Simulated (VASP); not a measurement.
Crystal: BN (Qingsongite).

```
CELL_PARAMETERS angstrom
0.00000 1.80482 1.80482
1.80482 0.00000 1.80482
1.80482 1.80482 0.00000
ATOMIC_POSITIONS crystal
B 0.00000 0.00000 0.00000
N 0.25000 0.25000 0.25000
```

Base run:

| Quantity | Value |
| --- | --- |
| Program | VASP 6.6.1 |
| Functional | r2SCAN |
| Potentials or basis | VASP PAW PBE potentials, release 64 (B, N) |
| Cutoff | 660 eV |
| k mesh | 12 × 12 × 12 |
| Occupations | gaussian, width 0.01 eV |
| Spin | no spin polarisation |

Its results: band gap on the k mesh 4.98 eV, indirect (least direct gap 9.55 eV); pressure 1.2 GPa.

The run is repeated on the same cell with these changes: functional from r2SCAN to PBE; cutoff from 660 eV to 600 eV. What comes out?

Band gap on the k mesh 4.46 eV, indirect (least direct gap 8.84 eV); pressure 4.7 GPa.

r2SCAN gives the wider gap, since meta-GGAs in the generalised Kohn-Sham scheme recover part of the derivative discontinuity.

Caveats: the PAW data sets were made with another functional, which shifts forces and pressure a little (some runs).

A k mesh can miss the band edges.
